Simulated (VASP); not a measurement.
# S (Im-3m) in VASP: single point with PBEsol

Aim: the single point of S with PBEsol.

Everything below comes from runs of VASP 6.6.1. Logs are shortened: lines on timing, memory, paths and dates and some standing lists are left out, and cuts for length are marked.

## (1) The cell of the first run

The structure is cubic, space group Im-3m (No. 229). Conventional cell: a = 3.096 Å, b = 3.096 Å, c = 3.096 Å, α = 90.00°, β = 90.00°, γ = 90.00°. Within 3.5 Å of S (site symmetry m-3m) lie 14 S at 2.68 to 3.10 Å.

## (2) Single point, PBEsol

The input, INCAR:

```
SYSTEM = S
ALGO = Normal ; EDIFF = 1E-6
ENCUT = 520 ; GGA = PS
ISIF = 2 ; ISMEAR = -1
LASPH = .TRUE. ; LCHARG = .FALSE.
LREAL = .FALSE. ; LWAVE = .FALSE.
NBANDS = 9 ; NELM = 60
PREC = Accurate ; SIGMA = 0.13605693000000002
```

The input, KPOINTS:

```
k-points
0
G
  15 15 15
  0 0 0
```

The input, POSCAR:

```
S
1.0
   -1.5480725261      1.5480725261      1.5480725261
    1.5480725261     -1.5480725261      1.5480725261
    1.5480725261      1.5480725261     -1.5480725261
S
1
Direct
    0.0000000000      0.0000000000      0.0000000000
```

Potentials or basis: VASP PAW PBE potentials, release 64 (S).

Launch:

```bash
> cat potpaw_PBE.64/S/POTCAR > POTCAR
> mpirun -np 1 vasp_std > vasp.out
```

OUTCAR:

```text
SYSTEM = S
   EDIFF = 1E-6
   ENCUT = 520
   GGA = PS
   ISIF = 2
   ISMEAR = -1
   LASPH = .TRUE.
   LREAL = .FALSE.
   NELM = 60
   PREC = Accurate

 ion  position               nearest neighbor table
   1  0.000  0.000  0.000-

  LATTYP: Found a body centered cubic cell.
 ALAT       =     3.0961450522

  Lattice vectors:

 A1 = (  -1.5480725261,   1.5480725261,   1.5480725261)
 A2 = (   1.5480725261,  -1.5480725261,   1.5480725261)
 A3 = (   1.5480725261,   1.5480725261,  -1.5480725261)

Analysis of symmetry for initial positions (statically):
=====================================================================
 Subroutine PRICEL returns:
 Original cell was already a primitive cell.

 Routine SETGRP: Setting up the symmetry group for a
 body centered cubic supercell.

 Subroutine GETGRP returns: Found 48 space group operations
 (whereof 48 operations were pure point group operations)
 out of a pool of 48 trial point group operations.

The static configuration has the point symmetry O_h .

Analysis of symmetry for dynamics (positions and initial velocities):
=====================================================================
 Subroutine PRICEL returns:
 Original cell was already a primitive cell.

 Routine SETGRP: Setting up the symmetry group for a
 body centered cubic supercell.

 Subroutine GETGRP returns: Found 48 space group operations
 (whereof 48 operations were pure point group operations)
 out of a pool of 48 trial point group operations.

The dynamic configuration has the point symmetry O_h .

 Subroutine INISYM returns: Found 48 space group operations
 (whereof 48 operations are pure point group operations),
 and found     1 'primitive' translations

----------------------------------------------------------------------------------------

                                     Primitive cell

  volume of cell :      14.8400

  direct lattice vectors                    reciprocal lattice vectors
    -1.548072526  1.548072526  1.548072526     0.000000000  0.322982284  0.322982284
     1.548072526 -1.548072526  1.548072526     0.322982284  0.000000000  0.322982284
     1.548072526  1.548072526 -1.548072526     0.322982284  0.322982284  0.000000000

  length of vectors
     2.681340269  2.681340269  2.681340269     0.456765926  0.456765926  0.456765926

  position of ions in fractional coordinates (direct lattice)
     0.000000000  0.000000000  0.000000000

  ion indices of the primitive-cell ions
   primitive index   ion index
                 1           1

----------------------------------------------------------------------------------------

 KPOINTS: k-points

Automatic generation of k-mesh.
 Grid dimensions read from file:
 generate k-points for:   15   15   15

 Generating k-lattice:

  Cartesian coordinates                     Fractional coordinates (reciprocal lattice)
     0.000000000  0.021532152  0.021532152     0.066666667  0.000000000  0.000000000
     0.021532152  0.000000000  0.021532152     0.000000000  0.066666667  0.000000000
     0.021532152  0.021532152  0.000000000     0.000000000  0.000000000  0.066666667

  Length of vectors
     0.030451062  0.030451062  0.030451062

  Shift w.r.t. Gamma in fractional coordinates (k-lattice)
     0.000000000  0.000000000  0.000000000

 Subroutine IBZKPT returns following result:
 ===========================================

 Found    120 irreducible k-points:

 Following reciprocal coordinates:
            Coordinates               Weight
  0.000000  0.000000  0.000000      1.000000
  0.066667  0.000000  0.000000     12.000000
  0.133333  0.000000  0.000000     12.000000
  0.200000  0.000000  0.000000     12.000000
  0.266667  0.000000  0.000000     12.000000
  0.333333  0.000000  0.000000     12.000000
[... 16 lines left out ...]
  0.333333  0.200000 -0.000000     48.000000
  0.400000  0.200000 -0.000000     24.000000
 [... further k-points ...]
   k-points           NKPTS =    120   k-points in BZ     NKDIM =    120   number of bands    NBANDS=      9
   number of dos      NEDOS =    301   number of ions     NIONS =      1
   total plane-waves  NPLWV =   8000
   dimension x,y,z NGX =    20 NGY =   20 NGZ =   20
   dimension x,y,z NGXF=    40 NGYF=   40 NGZF=   40
   ions per type =               1
   NGX,Y,Z   is equivalent  to a cutoff of  12.40, 12.40, 12.40 a.u.
   NGXF,Y,Z  is equivalent  to a cutoff of  24.80, 24.80, 24.80 a.u.
 SYSTEM =  S
   PREC   = accura    normal or accurate (medium, high low for compatibility)
   ISTART =      0    job   : 0-new  1-cont  2-samecut
   ICHARG =      2    charge: 1-file 2-atom 10-const
   ISPIN  =      1    spin polarized calculation?
   LNONCOLLINEAR =      F non collinear calculations
   LSORBIT =      F    spin-orbit coupling
   LASPH  =      T    aspherical Exc in radial PAW
   ENCUT  =  520.0 eV  38.22 Ry    6.18 a.u.   4.99  4.99  4.99*2*pi/ulx,y,z
   NELM   =     60;   NELMIN=  2; NELMDL= -5     # of ELM steps
   EDIFF  = 0.1E-05   stopping-criterion for ELM
   LREAL  =      F    real-space projection
   EDIFFG = 0.1E-04   stopping-criterion for IOM
   NSW    =      0    number of steps for IOM
   IBRION =     -1    ionic relax: 0-MD 1-quasi-New 2-CG
   NFREE  =      0    steps in history (QN), initial steepest desc. (CG)
   ISIF   =      2    stress and relaxation
   ISYM   =      2    0-nonsym 1-usesym 2-fastsym
   POTIM  = 0.5000    time-step for ionic-motion
   TEBEG  =    0.0;   TEEND  =   0.0 temperature during run
   PSTRESS=    0.0 pullay stress
   NELECT =       6.0000    total number of electrons
   NUPDOWN=      -1.0000    fix difference up-down
   EMIN   =  10.00;   EMAX   =-10.00  energy-range for DOS
   EFERMI =   0.00;   METHOD = LEGACY
   ISMEAR =    -1;   SIGMA  =   0.14  broadening in eV -4-tet -1-fermi 0-gaus
   EFERMI_NEDOS =   21; number of points for ismear=-14 and -15
   IALGO  =     38    algorithm
   IMIX   =      4    mixing-type and parameters
     AMIX     =   0.40;   BMIX     =  1.00
     AMIX_MAG =   1.60;   BMIX_MAG =  1.00
  volume/ion in A,a.u.               =      14.84       100.15
  Fermi-wavevector in a.u.,A,eV,Ry     =   1.210544  2.287597 19.938209  1.465417
  Thomas-Fermi vector in A             =   2.346087
   LORBIT       =      0    0 simple, 1 ext, 2 COOP (PROOUT), +10 PAW based schemes
   GGA     = PS    functional components
   LHFCALC =     F    Hartree Fock is set to
   AEXX    =    0.0000 exact exchange contribution
   IVDW    =     0    specifies the selected vdW correction
   LEPSILON=     F    determine dielectric tensor
   LRPA    =     F    only Hartree local field effects (RPA)
 non-spin polarized calculation
  energy-cutoff  :      520.00
  volume of cell :       14.84
 maximum number of plane-waves:       414
   NGX =  9   NGY =  9   NGZ =  9

 number of electron       6.0000003 magnetization

 Free energy of the ion-electron system (eV)
  ---------------------------------------------------
  ext. energy  EPLUGINS =         0.00000000
  ---------------------------------------------------
  free energy    TOTEN  =        -3.51792258 eV

  energy without entropy =       -3.47116186  energy(sigma->0) =       -3.49454222

 E-fermi :   8.5104     XC(G=0): -11.6036

 val. band max:        8.5053909806   @ k =   0.1333   0.1333   0.1333
 cond. band min:       8.5111031776   @ k =  -0.4000   0.4000   0.0667
 fundamental gap:      0.0057121970
 Fermi energy:         8.5104085612

 k-point     1 :       0.0000    0.0000    0.0000
  band No.  band energies     occupation
      1      -9.0189      2.00000
      2      11.9822      0.00000
      3      11.9822      0.00000
      4      11.9822      0.00000
      5      20.8499      0.00000
      6      20.8499      0.00000
      7      20.8499      0.00000
      8      23.9215      0.00000
      9      24.6661      0.00000

 k-point     2 :       0.0667    0.0000    0.0000
  band No.  band energies     occupation
      1      -8.8994      2.00000
      2      11.3882      0.00000
      3      11.7382      0.00000
      4      11.9417      0.00000
      5      20.5226      0.00000
      6      20.7884      0.00000
      7      21.3217      0.00000
      8      23.9862      0.00000
      9      24.3357      0.00000

 k-point     3 :       0.1333    0.0000    0.0000
  band No.  band energies     occupation
      1      -8.5432      2.00000
      2       9.8834      0.00008
      3      11.1406      0.00000
      4      11.8253      0.00000
      5      19.7480      0.00000
      6      20.1278      0.00000
      7      22.5990      0.00000
      8      23.5284      0.00000
      9      24.3925      0.00000

 k-point     4 :       0.2000    0.0000    0.0000
  band No.  band energies     occupation
      1      -7.9573      2.00000
      2       7.9214      1.97398
      3      10.4232      0.00000
      4      11.6507      0.00000
      5      18.8503      0.00000
      6      18.9562      0.00000
      7      23.8460      0.00000
      8      24.4182      0.00000
      9      24.4353      0.00000
[... 205 lines left out ...]
 k-point    22 :       0.2667    0.2000    0.0000
  band No.  band energies     occupation
      1      -4.9718      2.00000
      2       3.1383      2.00000
      3       6.1114      2.00000
      4      10.0400      0.00003
      5      17.8293      0.00000
      6      19.9704      0.00000
      7      24.2659      0.00000
      8      25.6634      0.00000
      9      29.0401      0.00000

 k-point    23 :       0.3333    0.2000   -0.0000
  band No.  band energies     occupation
      1      -4.0332      2.00000
      2       1.8754      2.00000
      3       5.5411      2.00000
      4       9.8495      0.00011
      5      17.6580      0.00000
      6      20.2652      0.00000
      7      24.3790      0.00000
      8      25.9611      0.00000
      9      29.9264      0.00000

 k-point    24 :       0.4000    0.2000   -0.0000
  band No.  band energies     occupation
      1      -3.5853      2.00000
      2       1.3005      2.00000
      3       5.3636      2.00000
      4       9.7837      0.00017
      5      17.5906      0.00000
      6      20.3965      0.00000
      7      24.5259      0.00000
      8      25.7657      0.00000
      9      30.5509      0.00000

 [... further k-points ...]

------------------------ aborting loop because EDIFF is reached ----------------------------------------

  FORCE on cell =-STRESS in cart. coord.  units (eV):
  Direction    XX          YY          ZZ          XY          YZ          ZX
  --------------------------------------------------------------------------------------
  -------------------------------------------------------------------------------------
  Total        0.0556894      0.0556894      0.0556894      0.0000000     -0.0000000      0.0000000
  in kB        6.0124187      6.0124187      6.0124187      0.0000000     -0.0000000      0.0000000
  external PRESSURE =       6.0124187 kB  Pullay stress =       0.0000000 kB

 VOLUME and BASIS-vectors are now :
 -----------------------------------------------------------------------------
  energy-cutoff  :      520.00
  volume of cell :       14.84
      direct lattice vectors                 reciprocal lattice vectors
    -1.548072526  1.548072526  1.548072526     0.000000000  0.322982284  0.322982284
     1.548072526 -1.548072526  1.548072526     0.322982284  0.000000000  0.322982284
     1.548072526  1.548072526 -1.548072526     0.322982284  0.322982284  0.000000000

 POSITION                                       TOTAL-FORCE (eV/Angst)
 -----------------------------------------------------------------------------------
      0.00000      0.00000      0.00000         0.000000      0.000000      0.000000
 -----------------------------------------------------------------------------------
    total drift:                                0.000000      0.000000      0.000000

  FREE ENERGIE OF THE ION-ELECTRON SYSTEM (eV)
  ---------------------------------------------------
  free  energy   TOTEN  =        -3.5179225791 eV

  energy  without entropy=       -3.4711618629  energy(sigma->0) =       -3.49454222
```

Run time: 6 s. Hardware: 1 thread of Intel Xeon 6975P-C, shared host; peak memory 0.12 GiB.

Results:

```yaml
Free_energy: -3.5179 eV
Pressure: 0.6 GPa
Band_gap_on_the_k_mesh: zero (band 3 reaches 11.98 eV, above the bottom of band 4 at 4.77 eV)
```

Levels at points of the mesh, in eV from the Fermi level:
```csv
k point,band 1,band 2,band 3,band 4,band 5,band 6,band 7,band 8
"(0.00, 0.00, 0.00)",-17.53,3.47,3.47,3.47,12.34,12.34,12.34,15.41
```

Caveat: the PAW data sets were made with another functional, which shifts forces and pressure a little.
